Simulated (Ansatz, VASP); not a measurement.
# One calculation of Pd, two programs

INCAR

```
SYSTEM = Pd
  PREC = Accurate
  ENCUT = 520
  EDIFF = 1E-6
  ISMEAR = -1
  SIGMA = 0.1
  LREAL = .FALSE.
  LASPH = .TRUE.
  NELM = 100
  ALGO = Normal
  ISIF = 2
  LWAVE = .FALSE.
  LCHARG = .FALSE.
  LDIPOL = .TRUE.
  IDIPOL = 3
  DIPOL = 0.5 0.5 0.500
  GGA = PE
  NBANDS = 22
```

Contents of KPOINTS:

```
regular mesh
0
G
  12 8 1
  0 0 0
```

Contents of POSCAR:

```
Pd
1.0
    2.7903171809      0.0000000000      0.0000000000
    0.0000000000      3.9461044005      0.0000000000
    0.0000000000      0.0000000000     24.6451000000
Pd
3
Direct
    0.0000000000      0.0000000000      0.4463360986
    0.5000000000      0.5000000000      0.5000000050
    0.0000000000      0.0000000000      0.5536639014
```

Input for Ansatz:

```yaml
crystal:
  lattice:
    - [2.7903171809, 0.0, 0.0]
    - [0.0, 3.9461044005, 0.0]
    - [0.0, 0.0, 24.6451]
  atoms:
    - { symbol: Pd, position: [0.0, 0.0, 0.4463360986] }
    - { symbol: Pd, position: [0.5, 0.5, 0.500000005] }
    - { symbol: Pd, position: [0.0, 0.0, 0.5536639014] }
kpoints:
  mp_grid: { grid: [12, 8, 1] }
scf:
  occupations: { method: fermi_dirac, width: 0.1 }
hamiltonian:
  xc: pbe
  pseudopotentials: { kind: paw }
output:
  forces: true
  stress: true
  eigenvalues: true
efield:
  axis: 3
  amplitude: 0
  dipole_correction: true
```

Alike in both runs: task single point; functional PBE; k mesh 12 × 8 × 1; occupations fermi-dirac, width 0.1 eV; no spin polarisation.

|  | VASP | Ansatz |
| --- | --- | --- |
| version | VASP 6.6.1 | Ansatz 0.2.0 |
| potentials or method | VASP PAW PBE potentials, release 64 (Pd) | PAW with Ansatz's default frozen-core files, scalar-relativistic |
| plane-wave cutoff (eV) | 520 | 420 |
| valence electrons in the cell | 30 | 54 |

VASP gave:

* rms of the force components (eV/Å): 0.012

Which values does Ansatz return?

rms of the force components (eV/Å): 0.000.

Atom by atom the forces differ by 0.012 eV/Å (rms over components). With one functional, cell and mesh, what is left measures potentials, basis and numerics. VASP's potentials hold 30 valence electrons a cell and Ansatz's 54, so a difference there can come from the potentials and not from the codes.
